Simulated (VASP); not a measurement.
# TaSi2 (P6_422) in VASP: relaxation of cell and atoms with LDA

Aim: the relaxation of cell and atoms of TaSi2 with LDA.

All numbers are computed with VASP 6.6.1; they aren't measurements. Logs are shortened: lines on timing, memory, paths and dates and some standing lists are left out, and cuts for length are marked.

### Step 1. The cell of the first run

It takes space group P6_422 (No. 181, hexagonal). The conventional cell has a = 4.784 Å, b = 4.784 Å, c = 6.553 Å, α = 90.00°, β = 90.00°, γ = 120.00°. Within 3.4 Å of Ta (site symmetry 222) lie 10 Si at 2.60 to 2.83 Å and 4 Ta at 3.24 Å. Within 3.4 Å of Si (site symmetry 2) lie 9 Si at 2.55 to 3.33 Å and 5 Ta at 2.60 to 2.83 Å.

### Step 2. Relaxation of cell and atoms, LDA

Input file INCAR:

```
PREC = Accurate ; ENCUT = 600
EDIFF = 1E-6 ; ISMEAR = 0
SIGMA = 0.1 ; LREAL = F
LASPH = T ; NELM = 80
ALGO = Fast ; ISIF = 3
LWAVE = F ; LCHARG = F
GGA = CA ; IBRION = 2
NSW = 100 ; EDIFFG = -0.002
```

Input file KPOINTS:

```
regular mesh
0
Gamma
  9 9 6
```

Input file POSCAR:

```
TaSi2
1.0
    4.7837907700      0.0000000000      0.0000000000
   -2.3918953900      4.1428843400      0.0000000000
    0.0000000000      0.0000000000      6.5528055600
Ta Si
3 6
Direct
    0.0000000000      0.5000000000      0.3333333300
    0.5000000000      0.5000000000      0.6666666700
    0.5000000000      0.0000000000      0.0000000000
    0.8416096400      0.6832192800      0.0000000000
    0.1583903600      0.8416096400      0.6666666700
    0.6832192800      0.8416096400      0.3333333300
    0.1583903600      0.3167807200      0.0000000000
    0.8416096400      0.1583903600      0.6666666700
    0.3167807200      0.1583903600      0.3333333300
```

Potentials or basis: VASP PAW LDA potentials, release 64 (Ta_pv, Si).

Run with:

```sh
cat potpaw_LDA.64/Ta_pv/POTCAR potpaw_LDA.64/Si/POTCAR > POTCAR
mpirun -np 1 vasp_std > vasp.out
```

OUTCAR:

```text
PREC = Accurate
   ENCUT = 600
   EDIFF = 1E-6
   ISMEAR = 0
   LREAL = F
   LASPH = T
   NELM = 80
   ISIF = 3
   GGA = CA
   IBRION = 2
   NSW = 100
   EDIFFG = -0.002

 ion  position               nearest neighbor table
   1  0.000  0.500  0.333-   4 2.60   7 2.60   5 2.60   8 2.60   6 2.73   9 2.73   9 2.73   6 2.73
                             6 2.83   9 2.83   3 3.24   3 3.24   2 3.24   2 3.24
   2  0.500  0.500  0.667-   4 2.60   7 2.60   6 2.60   9 2.60   5 2.73   8 2.73   5 2.73   8 2.73
                             8 2.83   5 2.83   3 3.24   3 3.24   1 3.24   1 3.24
   3  0.500  0.000  0.000-   5 2.60   8 2.60   6 2.60   9 2.60   7 2.73   4 2.73   7 2.73   4 2.73
                             7 2.83   4 2.83   1 3.24   1 3.24   2 3.24   2 3.24
   4  0.842  0.683  0.000-   5 2.55   6 2.55   2 2.60   1 2.60   7 2.62   3 2.73   3 2.73   3 2.83
                             7 2.83   7 2.83
   5  0.158  0.842  0.667-   4 2.55   9 2.55   3 2.60   1 2.60   8 2.62   2 2.73   2 2.73   2 2.83
                             8 2.83   8 2.83
   6  0.683  0.842  0.333-   4 2.55   8 2.55   3 2.60   2 2.60   9 2.62   1 2.73   1 2.73   1 2.83
                             9 2.83   9 2.83
   7  0.158  0.317  0.000-   8 2.55   9 2.55   2 2.60   1 2.60   4 2.62   3 2.73   3 2.73   3 2.83
                             4 2.83   4 2.83
   8  0.842  0.158  0.667-   7 2.55   6 2.55   3 2.60   1 2.60   5 2.62   2 2.73   2 2.73   2 2.83
                             5 2.83   5 2.83
   9  0.317  0.158  0.333-   7 2.55   5 2.55   3 2.60   2 2.60   6 2.62   1 2.73   1 2.73   1 2.83
                             6 2.83   6 2.83

  LATTYP: Found a hexagonal cell.
 ALAT       =     4.7837907700
 C/A-ratio  =     1.3697935121

  Lattice vectors:

 A1 = (   4.7837907700,   0.0000000000,   0.0000000000)
 A2 = (  -2.3918953900,   4.1428843400,   0.0000000000)
 A3 = (   0.0000000000,   0.0000000000,   6.5528055600)

Analysis of symmetry for initial positions (statically):
=====================================================================
 Subroutine PRICEL returns:
 Original cell was already a primitive cell.

 Routine SETGRP: Setting up the symmetry group for a
 hexagonal supercell.

 Subroutine GETGRP returns: Found 12 space group operations
 (whereof  4 operations were pure point group operations)
 out of a pool of 24 trial point group operations.

The static configuration has the point symmetry D_2 .
 The point group associated with its full space group is D_6 .

Analysis of symmetry for dynamics (positions and initial velocities):
=====================================================================
 Subroutine PRICEL returns:
 Original cell was already a primitive cell.

 Routine SETGRP: Setting up the symmetry group for a
 hexagonal supercell.

 Subroutine GETGRP returns: Found 12 space group operations
 (whereof  4 operations were pure point group operations)
 out of a pool of 24 trial point group operations.

The dynamic configuration has the point symmetry D_2 .
 The point group associated with its full space group is D_6 .

 Subroutine INISYM returns: Found 12 space group operations
 (whereof  4 operations are pure point group operations),
 and found     1 'primitive' translations

----------------------------------------------------------------------------------------

                                     Primitive cell

  volume of cell :     129.8680

  direct lattice vectors                    reciprocal lattice vectors
     4.783790770  0.000000000  0.000000000     0.209039243  0.120688863  0.000000000
    -2.391895390  4.142884340  0.000000000     0.000000000  0.241377726  0.000000000
     0.000000000  0.000000000  6.552805560     0.000000000  0.000000000  0.152606390

  length of vectors
     4.783790770  4.783790778  6.552805560     0.241377726  0.241377726  0.152606390

  position of ions in fractional coordinates (direct lattice)
     1.000000000  0.500000000  0.333333330
     0.500000000  0.500000000  0.666666670
     0.500000000  0.000000000  0.000000000
     0.841609640  0.683219280  0.000000000
     0.158390360  0.841609640  0.666666670
     0.683219280  0.841609640  0.333333330
     0.158390360  0.316780720  0.000000000
     0.841609640  0.158390360  0.666666670
     0.316780720  0.158390360  0.333333330

  ion indices of the primitive-cell ions
   primitive index   ion index
                 1           1
[... 28 lines left out ...]
     0.000000000  0.000000000  0.000000000

 Subroutine IBZKPT returns following result:
 ===========================================

 Found     48 irreducible k-points:

 Following reciprocal coordinates:
            Coordinates               Weight
  0.000000  0.000000  0.000000      1.000000
  0.111111  0.000000  0.000000      6.000000
  0.222222 -0.000000  0.000000      6.000000
  0.333333  0.000000  0.000000      6.000000
  0.444444 -0.000000  0.000000      6.000000
  0.111111  0.111111  0.000000      6.000000
[... 16 lines left out ...]
  0.333333  0.222222  0.166667     24.000000
  0.333333  0.333333  0.166667      4.000000
 [... further k-points ...]
   k-points           NKPTS =     48   k-points in BZ     NKDIM =     48   number of bands    NBANDS=     34
   number of dos      NEDOS =    301   number of ions     NIONS =      9
   total plane-waves  NPLWV =  86400
   dimension x,y,z NGX =    40 NGY =   40 NGZ =   54
   dimension x,y,z NGXF=    80 NGYF=   80 NGZF=  108
   ions per type =               3   6
   NGX,Y,Z   is equivalent  to a cutoff of  13.90, 13.90, 13.70 a.u.
   NGXF,Y,Z  is equivalent  to a cutoff of  27.80, 27.80, 27.40 a.u.
 SYSTEM =  unknown system
   PREC   = accura    normal or accurate (medium, high low for compatibility)
   ISTART =      0    job   : 0-new  1-cont  2-samecut
   ICHARG =      2    charge: 1-file 2-atom 10-const
   ISPIN  =      1    spin polarized calculation?
   LNONCOLLINEAR =      F non collinear calculations
   LSORBIT =      F    spin-orbit coupling
   LASPH  =      T    aspherical Exc in radial PAW
   ENCUT  =  600.0 eV  44.10 Ry    6.64 a.u.   9.55  9.55 13.09*2*pi/ulx,y,z
   NELM   =     80;   NELMIN=  2; NELMDL= -5     # of ELM steps
   EDIFF  = 0.1E-05   stopping-criterion for ELM
   LREAL  =      F    real-space projection
   EDIFFG = -.2E-02   stopping-criterion for IOM
   NSW    =    100    number of steps for IOM
   IBRION =      2    ionic relax: 0-MD 1-quasi-New 2-CG
   NFREE  =      1    steps in history (QN), initial steepest desc. (CG)
   ISIF   =      3    stress and relaxation
   ISYM   =      2    0-nonsym 1-usesym 2-fastsym
   POTIM  = 0.5000    time-step for ionic-motion
   TEBEG  =    0.0;   TEEND  =   0.0 temperature during run
   PSTRESS=    0.0 pullay stress
   NELECT =      57.0000    total number of electrons
   NUPDOWN=      -1.0000    fix difference up-down
   EMIN   =  10.00;   EMAX   =-10.00  energy-range for DOS
   EFERMI =   0.00;   METHOD = LEGACY
   ISMEAR =     0;   SIGMA  =   0.10  broadening in eV -4-tet -1-fermi 0-gaus
   EFERMI_NEDOS =   21; number of points for ismear=-14 and -15
   IALGO  =     68    algorithm
   IMIX   =      4    mixing-type and parameters
     AMIX     =   0.40;   BMIX     =  1.00
     AMIX_MAG =   1.60;   BMIX_MAG =  1.00
  volume/ion in A,a.u.               =      14.43        97.38
  Fermi-wavevector in a.u.,A,eV,Ry     =   1.244130  2.351064 21.059900  1.547859
  Thomas-Fermi vector in A             =   2.378410
   LORBIT       =      0    0 simple, 1 ext, 2 COOP (PROOUT), +10 PAW based schemes
   GGA     = CA    functional components
   LHFCALC =     F    Hartree Fock is set to
   AEXX    =    0.0000 exact exchange contribution
   IVDW    =     0    specifies the selected vdW correction
   LEPSILON=     F    determine dielectric tensor
   LRPA    =     F    only Hartree local field effects (RPA)
 conjugate gradient relaxation of ions
 non-spin polarized calculation
 RMM-DIIS sequential band-by-band and
 Gauss-broadening in eV      SIGMA  =   0.10
  energy-cutoff  :      600.00
  volume of cell :      129.87
 maximum number of plane-waves:      4388
 NGX is ok and might be reduce to    40
   NGX = 19   NGY = 19   NGZ = 27

--------------------------------------- Ionic step        1  -------------------------------------------

 number of electron      56.9999997 magnetization

 Free energy of the ion-electron system (eV)
  ---------------------------------------------------
  ext. energy  EPLUGINS =         0.00000000
  ---------------------------------------------------
  free energy    TOTEN  =       -79.30227265 eV

  energy without entropy =      -79.28008154  energy(sigma->0) =      -79.29117709

------------------------ aborting loop because EDIFF is reached ----------------------------------------

  FORCE on cell =-STRESS in cart. coord.  units (eV):
  Direction    XX          YY          ZZ          XY          YZ          ZX
  --------------------------------------------------------------------------------------
  -------------------------------------------------------------------------------------
  Total       -3.8118524     -3.8118524     -3.3086690      0.0000000     -0.0000000      0.0000000
  in kB      -47.0266882    -47.0266884    -40.8189317      0.0000001     -0.0000000      0.0000000
  external PRESSURE =     -44.9574361 kB  Pullay stress =       0.0000000 kB
[... 30 lines left out ...]
--------------------------------------- Ionic step        2  -------------------------------------------

 number of electron      57.0000002 magnetization

 E-fermi :  10.0166     XC(G=0): -12.4724

 val. band max:       10.0155094073   @ k =   0.3333   0.1111   0.5000
 cond. band min:      10.0179696136   @ k =   0.3333   0.2222   0.0000
 fundamental gap:      0.0024602062
 Fermi energy:        10.0165842523

 k-point     1 :       0.0000    0.0000    0.0000
  band No.  band energies     occupation
      1     -24.0291      2.00000
      2     -24.0291      2.00000
      3     -24.0198      2.00000
      4     -23.9468      2.00000
      5     -23.9468      2.00000
      6     -23.8217      2.00000
[... 958 lines left out ...]
  FREE ENERGIE OF THE ION-ELECTRON SYSTEM (eV)
  ---------------------------------------------------
  free  energy   TOTEN  =       -79.3462141577 eV

  energy  without entropy=      -79.3247689293  energy(sigma->0) =      -79.33549154

[... ionic steps 4 to 7 ...]

--------------------------------------- Ionic step        8  -------------------------------------------

 number of electron      57.0000000 magnetization

------------------------ aborting loop because EDIFF is reached ----------------------------------------
[... 81 lines left out ...]
--------------------------------------- Ionic step       10  -------------------------------------------

 number of electron      57.0000000 magnetization

 Free energy of the ion-electron system (eV)
  ---------------------------------------------------
  ext. energy  EPLUGINS =         0.00000000
  ---------------------------------------------------
  free energy    TOTEN  =       -79.34881806 eV

  energy without entropy =      -79.32673161  energy(sigma->0) =      -79.33777483

 E-fermi :   9.6015     XC(G=0): -12.3104

 val. band max:        9.5932927254   @ k =   0.3333   0.1111   0.5000
 cond. band min:       9.6119832564   @ k =   0.3333   0.2222   0.0000
 fundamental gap:      0.0186905311
 Fermi energy:         9.6015151475

 k-point     1 :       0.0000    0.0000    0.0000
  band No.  band energies     occupation
      1     -24.5280      2.00000
      2     -24.5280      2.00000
      3     -24.5210      2.00000
      4     -24.4495      2.00000
      5     -24.4495      2.00000
      6     -24.3448      2.00000
[... 915 lines left out ...]
  FREE ENERGIE OF THE ION-ELECTRON SYSTEM (eV)
  ---------------------------------------------------
  free  energy   TOTEN  =       -79.3488180564 eV

  energy  without entropy=      -79.3267316131  energy(sigma->0) =      -79.33777483

 reached required accuracy - stopping structural energy minimisation
```

Wall time 35 min (1 thread of Oxide Virtual Turin-like, shared host); peak memory 0.34 GiB.

Results:

| Property | Result |
| --- | --- |
| Free energy | -79.3488 eV |
| Relaxed volume | 14.09 Å³/atom |
| Relaxed cell | a = 4.738 Å, b = 4.738 Å, c = 6.524 Å, α = 90.00°, β = 90.00°, γ = 120.00° |
| Space group after relaxing (to 0.1 Å) | P6_422 (No. 181) |
| Energy gained by relaxing | 5.2 meV/atom |
| Ionic steps | 10 |
| Pressure after relaxing | 0.0 GPa |
| Band gap on the k mesh | zero (an odd number of electrons rules out a gap without spin polarisation) |

The path:
| step | energy change (eV) | largest force (eV/Å) | pressure (GPa) | volume (Å³) |
| --- | --- | --- | --- | --- |
| 1 | 0.0000 | 0.0841 | -4.50 | 129.87 |
| 2 | 0.0605 | 0.0388 | 7.84 | 122.41 |
| 3 | -0.0439 | 0.0676 | 0.00 | 126.88 |
| 4 | -0.0439 | 0.0673 | 0.11 | 126.82 |
| 5 | -0.0461 | 0.0413 | 0.06 | 126.77 |
| 6 | -0.0461 | 0.0415 | 0.06 | 126.77 |
| 7 | -0.0465 | 0.0094 | -0.05 | 126.85 |
| 8 | -0.0465 | 0.0023 | -0.08 | 126.86 |
| 9 | -0.0465 | 0.0020 | 0.11 | 126.76 |
| 10 | -0.0465 | 0.0007 | 0.00 | 126.82 |

Final structure:
```
Ta Si
1.0
     4.73765    0.00000    0.00000
    -2.36883    4.10293    0.00000
     0.00000    0.00000    6.52419
Ta Si
3 6
Direct
  0.00000 0.50000 0.33333
  0.50000 0.50000 0.66667
  0.50000 0.00000 0.00000
  0.84072 0.68144 0.00000
  0.15928 0.84072 0.66667
  0.68144 0.84072 0.33333
  0.15928 0.31856 0.00000
  0.84072 0.15928 0.66667
  0.31856 0.15928 0.33333
```

Levels at points of the mesh, in eV from the Fermi level:
| k point | band 25 | band 26 | band 27 | band 28 | band 29 | band 30 | band 31 | band 32 | band 33 | band 34 |
| --- | --- | --- | --- | --- | --- | --- | --- | --- | --- | --- |
| (0.00, 0.00, 0.00) | -2.49 | -2.38 | -2.22 | -2.22 | -1.40 | 0.71 | 3.11 | 3.11 | 3.57 | 3.65 |
| (0.00, 0.00, 0.50) | -2.32 | -1.89 | -1.71 | -1.71 | 1.11 | 1.11 | 2.75 | 2.75 | 3.56 | 3.58 |

Caveat: spin-orbit coupling is left out, which moves the levels of the heavy elements; an odd number of electrons without spin polarisation forces a metal; a magnetic or distorted state may lie lower.
